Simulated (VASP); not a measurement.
# Ti (P6/mmm) in VASP: notebook

The runs below take Ti through single point, with PBE.

Program: VASP 6.6.1. These are calculated values, not measurements. Logs are shortened: lines on timing, memory, paths and dates and some standing lists are left out, and cuts for length are marked.

**1. The cell of the first run**

The structure is hexagonal, space group P6/mmm (No. 191). The conventional cell has a = 4.900 Å, b = 4.900 Å, c = 2.605 Å, α = 90.00°, β = 90.00°, γ = 120.00°. Ti (site symmetry 6/mmm) has 14 Ti at 2.61 to 3.11 Å within 3.4 Å. Ti (site symmetry -6m2) has 11 Ti at 2.61 to 3.11 Å within 3.4 Å.

This isn't the form of Ti at room conditions, which is hcp.

**2. Single point, PBE**

INCAR

```
ALGO = Fast
EDIFF = 1E-6
ENCUT = 520
GGA = PE
ISIF = 2
ISMEAR = 0
LASPH = T
LCHARG = F
LREAL = F
LWAVE = F
NBANDS = 25
NELM = 60
PREC = Accurate
SIGMA = 0.15
```

KPOINTS

```
k-points
0
Gamma
  12 12 14
```

POSCAR

```
Ti
1.0
    4.8996000000      0.0000000000      0.0000000000
   -2.4498000000      4.2431780684      0.0000000000
    0.0000000000      0.0000000000      2.6052000000
Ti
3
Direct
    0.0000000000      0.0000000000      0.0000000000
    0.3333333333      0.6666666667      0.5000000000
    0.6666666667      0.3333333333      0.5000000000
```

Potentials or basis: VASP PAW PBE potentials, release 64 (Ti_sv).

Command:

```bash
> cat potpaw_PBE.64/Ti_sv/POTCAR > POTCAR
> mpirun -np 1 vasp_std > vasp.out
```

OUTCAR:

```text
EDIFF = 1E-6
   ENCUT = 520
   GGA = PE
   ISIF = 2
   ISMEAR = 0
   LASPH = T
   LREAL = F
   NELM = 60
   PREC = Accurate

 ion  position               nearest neighbor table
   1  0.000  0.000  0.000-
   2  0.333  0.667  0.500-   3 2.83   3 2.83   3 2.83
   3  0.667  0.333  0.500-   2 2.83   2 2.83   2 2.83

  LATTYP: Found a hexagonal cell.
 ALAT       =     4.8996000000
 C/A-ratio  =     0.5317168748

  Lattice vectors:

 A1 = (   4.8996000000,   0.0000000000,   0.0000000000)
 A2 = (  -2.4498000000,   4.2431780684,   0.0000000000)
 A3 = (   0.0000000000,   0.0000000000,   2.6052000000)

Analysis of symmetry for initial positions (statically):
=====================================================================
 Subroutine PRICEL returns:
 Original cell was already a primitive cell.

 Routine SETGRP: Setting up the symmetry group for a
 hexagonal supercell.

 Subroutine GETGRP returns: Found 24 space group operations
 (whereof 24 operations were pure point group operations)
 out of a pool of 24 trial point group operations.

The static configuration has the point symmetry D_6h.

Analysis of symmetry for dynamics (positions and initial velocities):
=====================================================================
 Subroutine PRICEL returns:
 Original cell was already a primitive cell.

 Routine SETGRP: Setting up the symmetry group for a
 hexagonal supercell.

 Subroutine GETGRP returns: Found 24 space group operations
 (whereof 24 operations were pure point group operations)
 out of a pool of 24 trial point group operations.

The dynamic configuration has the point symmetry D_6h.

 Subroutine INISYM returns: Found 24 space group operations
 (whereof 24 operations are pure point group operations),
 and found     1 'primitive' translations

----------------------------------------------------------------------------------------

                                     Primitive cell

  volume of cell :      54.1618

  direct lattice vectors                    reciprocal lattice vectors
     4.899600000  0.000000000  0.000000000     0.204098294  0.117836205  0.000000000
    -2.449800000  4.243178068  0.000000000     0.000000000  0.235672410  0.000000000
     0.000000000  0.000000000  2.605200000     0.000000000  0.000000000  0.383847689

  length of vectors
     4.899600000  4.899600000  2.605200000     0.235672410  0.235672410  0.383847689

  position of ions in fractional coordinates (direct lattice)
     0.000000000  0.000000000  0.000000000
     0.333333333  0.666666667  0.500000000
     0.666666667  0.333333333  0.500000000

  ion indices of the primitive-cell ions
   primitive index   ion index
                 1           1
                 2           2
                 3           3

----------------------------------------------------------------------------------------

 KPOINTS: k-points

Automatic generation of k-mesh.
 Grid dimensions read from file:
 generate k-points for:   12   12   14

 Generating k-lattice:

  Cartesian coordinates                     Fractional coordinates (reciprocal lattice)
     0.017008191  0.009819684  0.000000000     0.083333333  0.000000000  0.000000000
     0.000000000  0.019639367  0.000000000     0.000000000  0.083333333  0.000000000
     0.000000000  0.000000000  0.027417692     0.000000000  0.000000000  0.071428571

  Length of vectors
     0.019639367  0.019639367  0.027417692

  Shift w.r.t. Gamma in fractional coordinates (k-lattice)
     0.000000000  0.000000000  0.000000000

 Subroutine IBZKPT returns following result:
 ===========================================

 Found    152 irreducible k-points:

 Following reciprocal coordinates:
            Coordinates               Weight
  0.000000  0.000000  0.000000      1.000000
  0.083333  0.000000  0.000000      6.000000
  0.166667  0.000000  0.000000      6.000000
  0.250000  0.000000  0.000000      6.000000
  0.333333  0.000000  0.000000      6.000000
  0.416667  0.000000  0.000000      6.000000
[... 16 lines left out ...]
  0.250000  0.000000  0.071429     12.000000
  0.333333  0.000000  0.071429     12.000000
 [... further k-points ...]
   k-points           NKPTS =    152   k-points in BZ     NKDIM =    152   number of bands    NBANDS=     25
   number of dos      NEDOS =    301   number of ions     NIONS =      3
   total plane-waves  NPLWV =  25920
   dimension x,y,z NGX =    36 NGY =   36 NGZ =   20
   dimension x,y,z NGXF=    72 NGYF=   72 NGZF=   40
   ions per type =               3
   NGX,Y,Z   is equivalent  to a cutoff of  12.21, 12.21, 12.76 a.u.
   NGXF,Y,Z  is equivalent  to a cutoff of  24.43, 24.43, 25.53 a.u.
 SYSTEM =  unknown system
   PREC   = accura    normal or accurate (medium, high low for compatibility)
   ISTART =      0    job   : 0-new  1-cont  2-samecut
   ICHARG =      2    charge: 1-file 2-atom 10-const
   ISPIN  =      1    spin polarized calculation?
   LNONCOLLINEAR =      F non collinear calculations
   LSORBIT =      F    spin-orbit coupling
   LASPH  =      T    aspherical Exc in radial PAW
   ENCUT  =  520.0 eV  38.22 Ry    6.18 a.u.   9.11  9.11  4.84*2*pi/ulx,y,z
   NELM   =     60;   NELMIN=  2; NELMDL= -5     # of ELM steps
   EDIFF  = 0.1E-05   stopping-criterion for ELM
   LREAL  =      F    real-space projection
   EDIFFG = 0.1E-04   stopping-criterion for IOM
   NSW    =      0    number of steps for IOM
   IBRION =     -1    ionic relax: 0-MD 1-quasi-New 2-CG
   NFREE  =      0    steps in history (QN), initial steepest desc. (CG)
   ISIF   =      2    stress and relaxation
   ISYM   =      2    0-nonsym 1-usesym 2-fastsym
   POTIM  = 0.5000    time-step for ionic-motion
   TEBEG  =    0.0;   TEEND  =   0.0 temperature during run
   PSTRESS=    0.0 pullay stress
   NELECT =      36.0000    total number of electrons
   NUPDOWN=      -1.0000    fix difference up-down
   EMIN   =  10.00;   EMAX   =-10.00  energy-range for DOS
   EFERMI =   0.00;   METHOD = LEGACY
   ISMEAR =     0;   SIGMA  =   0.15  broadening in eV -4-tet -1-fermi 0-gaus
   EFERMI_NEDOS =   21; number of points for ismear=-14 and -15
   IALGO  =     68    algorithm
   IMIX   =      4    mixing-type and parameters
     AMIX     =   0.40;   BMIX     =  1.00
     AMIX_MAG =   1.60;   BMIX_MAG =  1.00
  volume/ion in A,a.u.               =      18.05       121.83
  Fermi-wavevector in a.u.,A,eV,Ry     =   1.428712  2.699874 27.772455  2.041218
  Thomas-Fermi vector in A             =   2.548744
   LORBIT       =      0    0 simple, 1 ext, 2 COOP (PROOUT), +10 PAW based schemes
   GGA     = PE    functional components
   LHFCALC =     F    Hartree Fock is set to
   AEXX    =    0.0000 exact exchange contribution
   IVDW    =     0    specifies the selected vdW correction
   LEPSILON=     F    determine dielectric tensor
   LRPA    =     F    only Hartree local field effects (RPA)
 non-spin polarized calculation
 RMM-DIIS sequential band-by-band and
 Gauss-broadening in eV      SIGMA  =   0.15
  energy-cutoff  :      520.00
  volume of cell :       54.16
 maximum number of plane-waves:      1476
   NGX = 19   NGY = 19   NGZ =  9

 number of electron      35.9999980 magnetization

 Free energy of the ion-electron system (eV)
  ---------------------------------------------------
  ext. energy  EPLUGINS =         0.00000000
  ---------------------------------------------------
  free energy    TOTEN  =       -23.18411128 eV

  energy without entropy =      -23.11456424  energy(sigma->0) =      -23.14933776

 E-fermi :   7.7043     XC(G=0): -11.3012

 val. band max:        7.7025819251   @ k =   0.3333   0.2500   0.0000
 cond. band min:       7.7048145218   @ k =   0.2500   0.0000   0.4286
 fundamental gap:      0.0022325967
 Fermi energy:         7.7042512575

 k-point     1 :       0.0000    0.0000    0.0000
  band No.  band energies     occupation
      1     -49.0049      2.00000
      2     -48.9201      2.00000
      3     -48.8574      2.00000
      4     -25.3013      2.00000
      5     -25.3013      2.00000
      6     -25.2889      2.00000
[... 17 lines left out ...]
     24      10.4560      0.00000
     25      10.4605      0.00000

 k-point     2 :       0.0833    0.0000    0.0000
  band No.  band energies     occupation
      1     -49.0036      2.00000
      2     -48.9201      2.00000
      3     -48.8587      2.00000
      4     -25.3353      2.00000
      5     -25.3306      2.00000
      6     -25.2532      2.00000
[... 17 lines left out ...]
     24      10.3345      0.00000
     25      10.5973      0.00000

 k-point     3 :       0.1667    0.0000    0.0000
  band No.  band energies     occupation
      1     -49.0001      2.00000
      2     -48.9200      2.00000
      3     -48.8625      2.00000
      4     -25.3711      2.00000
      5     -25.3500      2.00000
      6     -25.2126      2.00000
[... 17 lines left out ...]
     24      10.2650      0.00000
     25      10.7441      0.00000

 k-point     4 :       0.2500    0.0000    0.0000
  band No.  band energies     occupation
      1     -48.9951      2.00000
      2     -48.9194      2.00000
      3     -48.8682      2.00000
      4     -25.4013      2.00000
      5     -25.3509      2.00000
      6     -25.1750      2.00000
[... 17 lines left out ...]
     24      10.2517      0.00000
     25      10.8803      0.00000
[... 477 lines left out ...]
 k-point    22 :       0.1667    0.0000    0.0714
  band No.  band energies     occupation
      1     -48.9929      2.00000
      2     -48.9140      2.00000
      3     -48.8560      2.00000
      4     -25.3627      2.00000
      5     -25.3420      2.00000
      6     -25.2077      2.00000
[... 17 lines left out ...]
     24      10.1298      0.00000
     25      10.6802      0.00000

 k-point    23 :       0.2500    0.0000    0.0714
  band No.  band energies     occupation
      1     -48.9880      2.00000
      2     -48.9132      2.00000
      3     -48.8617      2.00000
      4     -25.3923      2.00000
      5     -25.3431      2.00000
      6     -25.1711      2.00000
[... 17 lines left out ...]
     24      10.1057      0.00000
     25      10.8436      0.00000

 k-point    24 :       0.3333    0.0000    0.0714
  band No.  band energies     occupation
      1     -48.9831      2.00000
      2     -48.9113      2.00000
      3     -48.8686      2.00000
      4     -25.4148      2.00000
      5     -25.3257      2.00000
      6     -25.1473      2.00000
[... 17 lines left out ...]
     24      10.1568      0.00000
     25      10.7669      0.00000

 [... further k-points ...]

------------------------ aborting loop because EDIFF is reached ----------------------------------------

  FORCE on cell =-STRESS in cart. coord.  units (eV):
  Direction    XX          YY          ZZ          XY          YZ          ZX
  --------------------------------------------------------------------------------------
  -------------------------------------------------------------------------------------
  Total       -2.3704390     -2.3704390     -0.0140233      0.0000000     -0.0000000      0.0000000
  in kB      -70.1207272    -70.1207272     -0.4148290      0.0000000     -0.0000000      0.0000000
  external PRESSURE =     -46.8854278 kB  Pullay stress =       0.0000000 kB

 VOLUME and BASIS-vectors are now :
 -----------------------------------------------------------------------------
  energy-cutoff  :      520.00
  volume of cell :       54.16
      direct lattice vectors                 reciprocal lattice vectors
     4.899600000  0.000000000  0.000000000     0.204098294  0.117836205  0.000000000
    -2.449800000  4.243178068  0.000000000     0.000000000  0.235672410  0.000000000
     0.000000000  0.000000000  2.605200000     0.000000000  0.000000000  0.383847689

 POSITION                                       TOTAL-FORCE (eV/Angst)
 -----------------------------------------------------------------------------------
      0.00000      0.00000      0.00000         0.000000      0.000000     -0.000000
     -0.00000      2.82879      1.30260         0.000000      0.000000      0.000000
      2.44980      1.41439      1.30260        -0.000000      0.000000     -0.000000
 -----------------------------------------------------------------------------------
    total drift:                                0.000000      0.000000     -0.000000

  FREE ENERGIE OF THE ION-ELECTRON SYSTEM (eV)
  ---------------------------------------------------
  free  energy   TOTEN  =       -23.1841112824 eV

  energy  without entropy=      -23.1145642441  energy(sigma->0) =      -23.14933776
```

Wall time 11 min (1 thread of AMD EPYC 7R43 (Zen 3), shared host); peak memory 0.24 GiB.

What came out:

```yaml
Free_energy: -23.1841 eV
Pressure: -4.7 GPa
Band_gap_on_the_k_mesh: zero (bands 18 and 19 overlap by 0.97 eV)
```

Stress tensor (GPa, compression positive):
```
-7.01  0.00  0.00
 0.00 -7.01  0.00
 0.00  0.00 -0.04
```

Caveat: the cell stands under tension.

[end of part 1 of 2]
